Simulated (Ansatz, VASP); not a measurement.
# Y: VASP beside Ansatz

```
CELL_PARAMETERS angstrom
0.00000 2.53195 2.53195
2.53195 0.00000 2.53195
2.53195 2.53195 0.00000
ATOMIC_POSITIONS crystal
Y 0.00000 0.00000 0.00000
```

Alike in both runs: functional PBE; k mesh 14 × 14 × 14; occupations fermi-dirac, width 0.05 eV; no spin polarisation.

Ansatz relaxed the structure, and its values are those at the end. VASP's run is a single point on that final structure, the one shown.

```csv
,VASP,Ansatz
version,VASP 6.6.1,Ansatz 0.2.0
potentials or method,"VASP PAW PBE potentials, release 64 (Y_sv)","PAW with Ansatz's default frozen-core files, scalar-relativistic"
plane-wave cutoff (eV),520,420
valence electrons in the cell,11,11
```

VASP gave:

| Quantity | Value |
| --- | --- |
| pressure (GPa) | -0.1 |

Question: Which values does Ansatz return?

Answer: Pressure (GPa): 0.0.

With one functional, cell and mesh, what is left measures potentials, basis and numerics.
